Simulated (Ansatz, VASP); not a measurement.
One calculation of AgRuSe2, two programs

File INCAR:

```
  PREC = Accurate
  ENCUT = 520
  EDIFF = 1E-6
  ISMEAR = 0
  SIGMA = 0.05
  LREAL = False
  LASPH = True
  NELM = 150
  ALGO = Normal
  ISIF = 2
  LWAVE = False
  LCHARG = False
  ISPIN = 2
  MAGMOM = 0 5 0 0
  LORBIT = 11
  LMAXMIX = 4
  GGA = PE
  NBANDS = 30
```

The input KPOINTS:

```
Automatic mesh
0
Gamma
  6 6 6
```

POSCAR

```
AgRuSe2
1.0
    1.9686596300      1.1366061600      7.1469856800
   -1.9686596300      1.1366061600      7.1469856800
    0.0000000000     -2.2732123300      7.1469856800
Ag Ru Se
1 1 2
Direct
    0.5000000000      0.5000000000      0.5000000000
    0.0000000000      0.0000000000      0.0000000000
    0.2667000000      0.2667000000      0.2667000000
    0.7333000000      0.7333000000      0.7333000000
```

Input for Ansatz:

```yaml
crystal:
  lattice:
    - [1.96865963, 1.13660616, 7.14698568]
    - [-1.96865963, 1.13660616, 7.14698568]
    - [0.0, -2.27321233, 7.14698568]
  atoms:
    - { symbol: Ag, position: [0.5, 0.5, 0.5] }
    - { symbol: Ru, position: [0.0, 0.0, 0.0], spin: 5.0 }
    - { symbol: Se, position: [0.2667, 0.2667, 0.2667] }
    - { symbol: Se, position: [0.7333, 0.7333, 0.7333] }
basis:
  ecutwfc: 420
  ecutrho_ratio: 4
kpoints:
  mp_grid: { grid: [6, 6, 6] }
hamiltonian:
  xc: pbe
scf:
  occupations: { method: gaussian, width: 0.05 }
  lower_state_search: "off"
  max_iter: 150
output:
  forces: true
  stress: true
  eigenvalues: true
  populations: true
  hubbard: { sites: [{ site: 1, l: d }] }
magnetization:
  spin_polarized: true
```

Alike in both runs: task single point; functional PBE; k mesh 6 × 6 × 6; occupations gaussian, width 0.05 eV; collinear spin.

|  | VASP | Ansatz |
| --- | --- | --- |
| version | VASP 6.6.1 | Ansatz 0.2.0 |
| potentials or method | VASP PAW PBE potentials, release 64 (Ag, Ru_pv, Se), cutoff 520 eV | scalar-relativistic, plane waves, PAW |
| valence electrons in the cell | 37 | 67 |

```tsv
	VASP	Ansatz	Ansatz less VASP
gap on the k mesh at the Fermi level (eV)	none	none	-
pressure (GPa)	-11.2	-11.2	0.00
traceless stress, the component that is largest in VASP (GPa)	1.54	1.54	+0.006
rms of the force components (eV/Å)	0.358	0.360	+0.0016
net moment per atom (μB)	0.25	0.25	0.000
size of the moment on the site where the two differ most (μB)	0.80	0.76	-0.038
```

Site moments also hang on the region over which each program counts them. Atom by atom the forces differ by 0.002 eV/Å (rms over components). A gap of «none» marks a metal or a gap that the smearing closes. The functional is the same, so the differences come from potentials, cutoffs and numerics. VASP's potentials hold 37 valence electrons a cell and Ansatz's 67, so a difference there can come from the potentials and not from the codes.
